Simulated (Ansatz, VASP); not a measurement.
Two plane-wave programs on TaN

Contents of INCAR:

```
SYSTEM = TaN
PREC = Accurate
ENCUT = 520
EDIFF = 1E-7
ISMEAR = 0
SIGMA = 0.15
LREAL = .FALSE.
LASPH = .TRUE.
NELM = 100
ALGO = Normal
ISIF = 2
LWAVE = .FALSE.
LCHARG = .FALSE.
GGA = PS
NBANDS = 15
```

KPOINTS

```
regular mesh
0
G
  20 20 20
  0 0 0
```

POSCAR

```
TaN
1.0
    0.0916410018      2.2910250459      2.2910250459
    2.2910250459      0.0916410018      2.2910250459
    2.2910250459      2.2910250459      0.0916410018
Ta N
1 1
Direct
    0.5000000000      0.5000000000      0.5000000000
    0.0000000000      0.0000000000      0.0000000000
```

Input for Ansatz:

```yaml
crystal:
  lattice:
    - [0.0916410018, 2.2910250459, 2.2910250459]
    - [2.2910250459, 0.0916410018, 2.2910250459]
    - [2.2910250459, 2.2910250459, 0.0916410018]
  atoms:
    - { symbol: Ta, position: [0.5, 0.5, 0.5] }
    - { symbol: "N", position: [0.0, 0.0, 0.0] }
basis:
  ecutwfc: 520.0
kpoints:
  mp_grid: { grid: [20, 20, 20] }
hamiltonian:
  xc: pbesol
  pseudopotentials: { kind: paw, azcp: { folder: soft_1 } }
scf:
  occupations: { method: gaussian, width: 0.15 }
output:
  forces: true
  stress: true
  eigenvalues: true
```

Alike in both runs: task single point; functional PBEsol; k mesh 20 × 20 × 20; occupations gaussian, width 0.15 eV; no spin polarisation.

|  | VASP | Ansatz |
| --- | --- | --- |
| version | VASP 6.6.1 | Ansatz 0.2.0 |
| potentials or method | VASP PAW PBE potentials, release 64 (Ta_pv, N), cutoff 520 eV | scalar-relativistic, plane waves, PAW |
| valence electrons in the cell | 16 | 18 |

```csv
,VASP,Ansatz,Ansatz less VASP
gap on the k mesh at the Fermi level (eV),none,none,-
pressure (GPa),-22.1,-23.0,-0.88
"traceless stress, the component that is largest in VASP (GPa)",-2.04,-2.07,-0.030
```

VASP's potentials were made for PBE, not for PBEsol, and Ansatz warns of the same on its side. A gap of «none» marks a metal or a gap that the smearing closes. VASP's potentials hold 16 valence electrons a cell and Ansatz's 18, so a difference there can come from the potentials and not from the codes.

Neither program's run includes spin-orbit coupling.
